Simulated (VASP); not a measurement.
# P2Se2O (P6/mmm) in VASP: a series of runs

The runs below take P2Se2O through relaxation of cell and atoms, with PBE+D3(BJ).

Everything below comes from runs of VASP 6.6.1. Logs are shortened: lines on timing, memory, paths and dates and some standing lists are left out, and cuts for length are marked.

**1. The cell of the first run**

The structure is hexagonal, space group P6/mmm (No. 191). The conventional cell has a = 4.354 Å, b = 4.354 Å, c = 7.075 Å, α = 90.00°, β = 90.00°, γ = 120.00°. Within 3.3 Å of P (site symmetry -6m2) lie 3 P at 2.51 Å and 6 Se at 2.95 Å. Se (site symmetry 6mm) has 1 O at 1.99 Å within 2.6 Å. O (site symmetry 6/mmm) has 2 Se at 1.99 Å within 2.6 Å.

**2. Relaxation of cell and atoms, PBE+D3(BJ)**

The input, INCAR:

```
ALGO = Normal
EDIFF = 1E-7
EDIFFG = -0.04
ENCUT = 600
GGA = PE
IBRION = 2
ISIF = 3
ISMEAR = 0
IVDW = 12
LASPH = T
LCHARG = F
LREAL = F
LWAVE = F
NELM = 60
NSW = 90
PREC = Accurate
SIGMA = 0.1
```

The input, KPOINTS:

```
k-points
0
Gamma
  6 6 4
```

The input, POSCAR:

```
P2Se2O
1.0
    4.3544656200      0.0000000000      0.0000000000
   -2.1772328100      3.7710778500      0.0000000000
    0.0000000000      0.0000000000      7.0752704400
P Se O
2 2 1
Direct
    0.3333333300      0.6666666700      0.0000000000
    0.6666666700      0.3333333300      0.0000000000
    0.0000000000      0.0000000000      0.7808794800
    0.0000000000      0.0000000000      0.2191205200
    0.0000000000      0.0000000000      0.5000000000
```

Potentials or basis: VASP PAW PBE potentials, release 64 (P, Se, O).

On the command line:

```sh
> cat potpaw_PBE.64/P/POTCAR potpaw_PBE.64/Se/POTCAR potpaw_PBE.64/O/POTCAR > POTCAR
> mpirun -np 1 vasp_std > vasp.out
```

OUTCAR:

```text
EDIFF = 1E-7
   EDIFFG = -0.04
   ENCUT = 600
   GGA = PE
   IBRION = 2
   ISIF = 3
   ISMEAR = 0
   IVDW = 12
   LASPH = T
   LREAL = F
   NELM = 60
   NSW = 90
   PREC = Accurate
 IVDW          = 12

 ion  position               nearest neighbor table
   1  0.333  0.667  0.000-   2 2.51   2 2.51   2 2.51
   2  0.667  0.333  0.000-   1 2.51   1 2.51   1 2.51
   3  0.000  0.000  0.781-   5 1.99
   4  0.000  0.000  0.219-   5 1.99
   5  0.000  0.000  0.500-   3 1.99   4 1.99

  LATTYP: Found a hexagonal cell.
 ALAT       =     4.3544656200
 C/A-ratio  =     1.6248309339

  Lattice vectors:

 A1 = (   4.3544656200,   0.0000000000,   0.0000000000)
 A2 = (  -2.1772328100,   3.7710778500,   0.0000000000)
 A3 = (   0.0000000000,   0.0000000000,   7.0752704400)

Analysis of symmetry for initial positions (statically):
=====================================================================
 Subroutine PRICEL returns:
 Original cell was already a primitive cell.

 Routine SETGRP: Setting up the symmetry group for a
 hexagonal supercell.

 Subroutine GETGRP returns: Found 24 space group operations
 (whereof 24 operations were pure point group operations)
 out of a pool of 24 trial point group operations.

The static configuration has the point symmetry D_6h.

Analysis of symmetry for dynamics (positions and initial velocities):
=====================================================================
 Subroutine PRICEL returns:
 Original cell was already a primitive cell.

 Routine SETGRP: Setting up the symmetry group for a
 hexagonal supercell.

 Subroutine GETGRP returns: Found 24 space group operations
 (whereof 24 operations were pure point group operations)
 out of a pool of 24 trial point group operations.

The dynamic configuration has the point symmetry D_6h.

 Subroutine INISYM returns: Found 24 space group operations
 (whereof 24 operations are pure point group operations),
 and found     1 'primitive' translations

----------------------------------------------------------------------------------------

                                     Primitive cell

  volume of cell :     116.1832

  direct lattice vectors                    reciprocal lattice vectors
     4.354465620  0.000000000  0.000000000     0.229649304  0.132588088  0.000000000
    -2.177232810  3.771077850  0.000000000     0.000000000  0.265176175  0.000000000
     0.000000000  0.000000000  7.075270440     0.000000000  0.000000000  0.141337354

  length of vectors
     4.354465620  4.354465623  7.075270440     0.265176175  0.265176175  0.141337354

  position of ions in fractional coordinates (direct lattice)
     0.333333330  0.666666670  0.000000000
     0.666666670  0.333333330  0.000000000
     0.000000000  0.000000000  0.780879480
     0.000000000  0.000000000  0.219120520
     0.000000000  0.000000000  0.500000000

  ion indices of the primitive-cell ions
   primitive index   ion index
                 1           1
                 2           2
                 3           3
                 4           4
                 5           5

----------------------------------------------------------------------------------------

 KPOINTS: k-points

Automatic generation of k-mesh.
 Grid dimensions read from file:
 generate k-points for:    6    6    4

 Generating k-lattice:

  Cartesian coordinates                     Fractional coordinates (reciprocal lattice)
     0.038274884  0.022098015  0.000000000     0.166666667  0.000000000  0.000000000
     0.000000000  0.044196029  0.000000000     0.000000000  0.166666667  0.000000000
     0.000000000  0.000000000  0.035334338     0.000000000  0.000000000  0.250000000

  Length of vectors
     0.044196029  0.044196029  0.035334338

  Shift w.r.t. Gamma in fractional coordinates (k-lattice)
     0.000000000  0.000000000  0.000000000

 Subroutine IBZKPT returns following result:
 ===========================================

 Found     21 irreducible k-points:

 Following reciprocal coordinates:
            Coordinates               Weight
  0.000000  0.000000  0.000000      1.000000
  0.166667  0.000000  0.000000      6.000000
  0.333333  0.000000  0.000000      6.000000
  0.500000  0.000000  0.000000      3.000000
  0.166667  0.166667  0.000000      6.000000
  0.333333  0.166667  0.000000     12.000000
[... 13 lines left out ...]
  0.333333  0.166667  0.500000     12.000000
  0.333333  0.333333  0.500000      2.000000
   k-points           NKPTS =     21   k-points in BZ     NKDIM =     21   number of bands    NBANDS=     18
   number of dos      NEDOS =    301   number of ions     NIONS =      5
   total plane-waves  NPLWV =  77760
   dimension x,y,z NGX =    36 NGY =   36 NGZ =   60
   dimension x,y,z NGXF=    72 NGYF=   72 NGZF=  120
   ions per type =               2   2   1
   NGX,Y,Z   is equivalent  to a cutoff of  13.74, 13.74, 14.10 a.u.
   NGXF,Y,Z  is equivalent  to a cutoff of  27.49, 27.49, 28.20 a.u.
 SYSTEM =  unknown system
   PREC   = accura    normal or accurate (medium, high low for compatibility)
   ISTART =      0    job   : 0-new  1-cont  2-samecut
   ICHARG =      2    charge: 1-file 2-atom 10-const
   ISPIN  =      1    spin polarized calculation?
   LNONCOLLINEAR =      F non collinear calculations
   LSORBIT =      F    spin-orbit coupling
   LASPH  =      T    aspherical Exc in radial PAW
   ENCUT  =  600.0 eV  44.10 Ry    6.64 a.u.   8.70  8.70 14.13*2*pi/ulx,y,z
   NELM   =     60;   NELMIN=  2; NELMDL= -5     # of ELM steps
   EDIFF  = 0.1E-06   stopping-criterion for ELM
   LREAL  =      F    real-space projection
   EDIFFG = -.4E-01   stopping-criterion for IOM
   NSW    =     90    number of steps for IOM
   IBRION =      2    ionic relax: 0-MD 1-quasi-New 2-CG
   NFREE  =      1    steps in history (QN), initial steepest desc. (CG)
   ISIF   =      3    stress and relaxation
   ISYM   =      2    0-nonsym 1-usesym 2-fastsym
   POTIM  = 0.5000    time-step for ionic-motion
   TEBEG  =    0.0;   TEEND  =   0.0 temperature during run
   PSTRESS=    0.0 pullay stress
   NELECT =      28.0000    total number of electrons
   NUPDOWN=      -1.0000    fix difference up-down
   EMIN   =  10.00;   EMAX   =-10.00  energy-range for DOS
   EFERMI =   0.00;   METHOD = LEGACY
   ISMEAR =     0;   SIGMA  =   0.10  broadening in eV -4-tet -1-fermi 0-gaus
   EFERMI_NEDOS =   21; number of points for ismear=-14 and -15
   IALGO  =     38    algorithm
   IMIX   =      4    mixing-type and parameters
     AMIX     =   0.40;   BMIX     =  1.00
     AMIX_MAG =   1.60;   BMIX_MAG =  1.00
  volume/ion in A,a.u.               =      23.24       156.81
  Fermi-wavevector in a.u.,A,eV,Ry     =   1.018778  1.925212 14.121614  1.037909
  Thomas-Fermi vector in A             =   2.152255
   LORBIT       =      0    0 simple, 1 ext, 2 COOP (PROOUT), +10 PAW based schemes
   GGA     = PE    functional components
   LHFCALC =     F    Hartree Fock is set to
   AEXX    =    0.0000 exact exchange contribution
   IVDW    =    12    specifies the selected vdW correction
   LEPSILON=     F    determine dielectric tensor
   LRPA    =     F    only Hartree local field effects (RPA)
 conjugate gradient relaxation of ions
 non-spin polarized calculation
 Gauss-broadening in eV      SIGMA  =   0.10
  energy-cutoff  :      600.00
  volume of cell :      116.18
 maximum number of plane-waves:      3898
 NGX is ok and might be reduce to    36
   NGX = 17   NGY = 17   NGZ = 29

--------------------------------------- Ionic step        1  -------------------------------------------

 number of electron      27.9999997 magnetization

 Free energy of the ion-electron system (eV)
  ---------------------------------------------------
  ext. energy  EPLUGINS =         0.00000000
  ---------------------------------------------------
  free energy    TOTEN  =       -20.11264161 eV

  energy without entropy =      -20.08901432  energy(sigma->0) =      -20.10082796

------------------------ aborting loop because EDIFF is reached ----------------------------------------

 Edisp (eV)   -1.22522

 E8    (eV) :    -0.4710

  FORCE on cell =-STRESS in cart. coord.  units (eV):
  Direction    XX          YY          ZZ          XY          YZ          ZX
  --------------------------------------------------------------------------------------
  -------------------------------------------------------------------------------------
  Total      -3.37866    -3.37866    -6.58357     0.00000     0.00000     0.00000
  in kB     -46.59204   -46.59204   -90.78799     0.00000     0.00000     0.00000
  external pressure =      -61.32 kB  Pullay stress =        0.00 kB
[... 106 lines left out ...]
  FREE ENERGIE OF THE ION-ELECTRON SYSTEM (eV)
  ---------------------------------------------------
  free  energy   TOTEN  =       -21.5927230422 eV

  energy  without entropy=      -21.5741772171  energy(sigma->0) =      -21.58345013

[... ionic steps 4 to 26 ...]

--------------------------------------- Ionic step       27  -------------------------------------------

 number of electron      28.0000001 magnetization

------------------------ aborting loop because EDIFF is reached ----------------------------------------

 Edisp (eV)   -1.44915

 E8    (eV) :    -0.5607
[... 75 lines left out ...]
  energy  without entropy=      -21.8026651164  energy(sigma->0) =      -21.80865526

--------------------------------------- Ionic step       29  -------------------------------------------

 number of electron      28.0000001 magnetization

 Free energy of the ion-electron system (eV)
  ---------------------------------------------------
  ext. energy  EPLUGINS =         0.00000000
  ---------------------------------------------------
  free energy    TOTEN  =       -20.36731338 eV

  energy without entropy =      -20.35536597  energy(sigma->0) =      -20.36133968

 E-fermi :   4.0445     XC(G=0):  -9.3009

 val. band max:        3.9886832596   @ k =   0.3333   0.0000   0.0000
 cond. band min:       4.0697349693   @ k =   0.3333   0.1667   0.5000
 fundamental gap:      0.0810517098
 Fermi energy:         4.0445299030

 k-point     1 :       0.0000    0.0000    0.0000
  band No.  band energies     occupation
      1     -15.6754      2.00000
      2     -11.4716      2.00000
      3     -10.1840      2.00000
      4      -6.3208      2.00000
      5      -3.4111      2.00000
      6      -0.5322      2.00000
[... 10 lines left out ...]
     17       6.6481      0.00000
     18       7.1581      0.00000
[... 454 lines left out ...]
  FREE ENERGIE OF THE ION-ELECTRON SYSTEM (eV)
  ---------------------------------------------------
  free  energy   TOTEN  =       -21.8148097691 eV

  energy  without entropy=      -21.8028623588  energy(sigma->0) =      -21.80883606

 reached required accuracy - stopping structural energy minimisation
```

It took 15 min on 1 thread of Oxide Virtual Turin-like, shared host; peak memory 0.29 GiB.

What came out:

```
Free energy                            : -21.8148 eV
Relaxed volume                         : 20.02 Å³/atom
Relaxed cell                           : a = 3.931 Å, b = 3.931 Å, c = 7.480 Å, α = 90.00°, β = 90.00°, γ = 120.00°
Space group after relaxing (to 0.05 Å) : P6/mmm (No. 191)
Energy gained by relaxing              : 95.4 meV/atom
Ionic steps                            : 29
Pressure after relaxing                : 0.0 GPa
Largest force after relaxing           : 0.018 eV/Å
Band gap on the k mesh                 : zero (band 14 reaches 4.65 eV, above the bottom of band 15 at 2.96 eV)
Dispersion energy per atom             : -0.289 eV
```

Forces in eV/Å, atoms in the order of the input:
```
P    0.000  0.000  0.000
P    0.000  0.000  0.000
Se   0.000  0.000 -0.018
Se   0.000  0.000  0.018
O    0.000  0.000  0.000
```

The path:
| step | energy change (eV) | largest force (eV/Å) | pressure (GPa) | volume (Å³) |
| --- | --- | --- | --- | --- |
| 1 | 0.0000 | 0.6626 | -6.13 | 116.18 |
| 2 | -0.1940 | 0.8575 | 2.73 | 101.82 |
| 3 | -0.2549 | 0.2309 | -0.72 | 106.10 |
| 4 | -0.2763 | 0.1190 | -0.14 | 104.04 |
| 5 | -0.2767 | 0.1687 | -0.05 | 103.75 |
| 6 | -0.2795 | 0.1382 | 0.10 | 103.48 |
| 7 | -0.2855 | 0.0359 | 0.59 | 102.65 |
| 8 | -0.2962 | 0.0923 | 1.56 | 101.00 |
| 9 | -0.3140 | 0.5229 | 4.07 | 97.66 |
| 10 | -0.3141 | 0.5248 | 4.08 | 97.65 |
| 11 | -0.3144 | 0.5307 | 4.10 | 97.62 |
| 12 | -0.3150 | 0.5429 | 4.13 | 97.58 |
| 13 | -0.3161 | 0.5680 | 4.19 | 97.48 |
| 14 | -0.3179 | 0.6222 | 4.32 | 97.29 |
| 15 | -0.3196 | 0.7471 | 4.60 | 96.91 |
| 16 | -0.3224 | 0.7390 | 4.55 | 96.93 |
| 17 | -0.3306 | 0.7160 | 4.42 | 96.99 |
| 18 | -0.3463 | 0.6721 | 4.18 | 97.10 |
| 19 | -0.3747 | 0.5951 | 3.71 | 97.33 |
| 20 | -0.4206 | 0.4794 | 2.86 | 97.76 |
| 21 | -0.4674 | 0.2951 | 1.36 | 98.58 |
| 22 | -0.4684 | 0.2534 | 1.06 | 98.75 |
| 23 | -0.4685 | 0.2612 | 1.12 | 98.72 |
| 24 | -0.4706 | 0.2250 | 0.99 | 98.89 |
| 25 | -0.4751 | 0.1198 | 0.60 | 99.40 |
| 26 | -0.4752 | 0.0899 | -0.10 | 100.41 |
| 27 | -0.4765 | 0.0123 | 0.23 | 99.92 |
| 28 | -0.4768 | 0.0010 | 0.16 | 99.98 |
| 29 | -0.4770 | 0.0180 | 0.04 | 100.08 |

Final structure:
```cif
data_structure
_symmetry_space_group_name_H-M 'P 1'
_symmetry_Int_Tables_number 1
_cell_length_a 3.9306
_cell_length_b 3.9306
_cell_length_c 7.4797
_cell_angle_alpha 90.000
_cell_angle_beta 90.000
_cell_angle_gamma 120.000
_cell_volume 100.08
loop_
_atom_site_label
_atom_site_type_symbol
_atom_site_fract_x
_atom_site_fract_y
_atom_site_fract_z
_atom_site_occupancy
P1 P 0.33333 0.66667 0.00000 1
P2 P 0.66667 0.33333 0.00000 1
Se1 Se 0.00000 0.00000 0.74793 1
Se2 Se 0.00000 0.00000 0.25207 1
O1 O 0.00000 0.00000 0.50000 1
```

Levels at points of the mesh, in eV from the Fermi level:
```
           k point  band 10  band 11  band 12  band 13  band 14  band 15  band 16  band 17  band 18
(0.00, 0.00, 0.00)    -3.92    -1.61    -1.61    -1.60    -1.09    -1.09    -0.09     2.60     3.11
(0.50, 0.00, 0.00)    -3.69    -2.85    -1.88    -0.58    -0.54     0.71     1.37     2.90     5.49
(0.00, 0.00, 0.50)    -3.77    -3.26    -2.47    -2.47     0.10     0.10     1.42     1.91     2.60
(0.50, 0.00, 0.50)    -3.26    -2.24    -1.19    -1.15    -0.60    -0.45     1.14     2.37     4.82
```

Caveat: pairwise dispersion overbinds metals, which lowers pressure and volume.

**3. Relaxation of cell and atoms, PBE+D3(BJ)**

This run uses another cell than the first one, of 20.10 Å³/atom, 0.865 times its volume.

The input, INCAR:

```
PREC     = Accurate       # precision mode
ENCUT    = 600            # plane-wave cutoff, eV
EDIFF    = 1E-6           # SCF threshold, eV
ISMEAR   = 0              # smearing method
SIGMA    = 0.1            # smearing width, eV
LREAL    = False          # projectors in reciprocal space
LASPH    = True           # aspherical terms in the spheres
NELM     = 80             # most SCF steps
ALGO     = Normal         # electronic algorithm
ISIF     = 3              # what is computed and relaxed
LWAVE    = False          # write WAVECAR
LCHARG   = False          # write CHGCAR
GGA      = PE             # functional
IVDW     = 12             # dispersion correction
IBRION   = 2              # ionic algorithm
NSW      = 100            # ionic steps
EDIFFG   = -0.01          # ionic threshold
```

The input, KPOINTS:

```
regular mesh
0
Gamma
  12 12 6
```

The input, POSCAR:

```
P2Se2O
1.0
    3.9352751020      0.0000000000      0.0000000000
   -1.9676375510      3.4080482092      0.0000000000
    0.0000000000      0.0000000000      7.4916970093
P Se O
2 2 1
Direct
    0.3333333333      0.6666666667      0.0000000000
    0.6666666667      0.3333333333      0.0000000000
    0.0000000000      0.0000000000      0.7470402343
    0.0000000000      0.0000000000      0.2529597657
    0.0000000000      0.0000000000      0.5000000000
```

Potentials or basis: VASP PAW PBE potentials, release 64 (P, Se, O).

On the command line:

```sh
> cat potpaw_PBE.64/P/POTCAR potpaw_PBE.64/Se/POTCAR potpaw_PBE.64/O/POTCAR > POTCAR
> mpirun -np 1 vasp_std > vasp.out
```

It took 6.6 min on 1 thread of Oxide Virtual Turin-like, shared host; peak memory 0.33 GiB.

It converged, with:

```yaml
Free_energy: -21.7276 eV
Relaxed_volume: 20.13 Å³/atom
Relaxed_cell: a = 3.938 Å, b = 3.938 Å, c = 7.497 Å, α = 90.00°, β = 90.00°, γ = 120.00°
Space_group_after_relaxing_to_0.05_Å: P6/mmm (No. 191)
Energy_gained_by_relaxing: 0.0 meV/atom
Ionic_steps: 5
Pressure_after_relaxing: 0.0 GPa
Largest_force_after_relaxing: 0.009 eV/Å
Band_gap_on_the_k_mesh: zero (band 14 reaches 4.61 eV, above the bottom of band 15 at 2.93 eV)
Dispersion_energy_per_atom: -0.288 eV
```

Forces on the atoms (eV/Å):
```
P    0.000  0.000  0.000
P    0.000  0.000  0.000
Se   0.000  0.000  0.009
Se   0.000  0.000 -0.009
O    0.000  0.000  0.000
```

Stress tensor (GPa, compression positive):
```
 0.03  0.00  0.00
 0.00  0.03  0.00
 0.00  0.00 -0.06
```

The path:
| step | energy change (eV) | largest force (eV/Å) | pressure (GPa) | volume (Å³) |
| --- | --- | --- | --- | --- |
| 1 | 0.0000 | 0.0548 | 0.17 | 100.48 |
| 2 | -0.0001 | 0.0229 | -0.14 | 100.79 |
| 3 | -0.0002 | 0.0118 | 0.00 | 100.65 |
| 4 | -0.0002 | 0.0109 | 0.00 | 100.65 |
| 5 | -0.0002 | 0.0092 | 0.00 | 100.67 |

Final structure:
```
P Se O
1.0
     3.93776    0.00000    0.00000
    -1.96888    3.41020    0.00000
     0.00000    0.00000    7.49687
P Se O
2 2 1
Direct
  0.33333 0.66667 0.00000
  0.66667 0.33333 0.00000
  0.00000 0.00000 0.74732
  0.00000 0.00000 0.25268
  0.00000 0.00000 0.50000
```

Levels at points of the mesh, in eV from the Fermi level:
```csv
k point,band 10,band 11,band 12,band 13,band 14,band 15,band 16,band 17,band 18
"(0.00, 0.00, 0.00)",-3.90,-1.62,-1.57,-1.57,-1.06,-1.06,-0.05,2.57,3.09
"(0.50, 0.00, 0.00)",-3.68,-2.83,-1.84,-0.59,-0.53,0.72,1.35,2.88,4.38
"(0.00, 0.00, 0.50)",-3.75,-3.27,-2.42,-2.42,0.13,0.13,1.44,1.96,2.39
"(0.50, 0.00, 0.50)",-3.24,-2.21,-1.19,-1.16,-0.57,-0.44,1.15,2.35,4.82
```

Caveat: pairwise dispersion overbinds metals, which lowers pressure and volume.
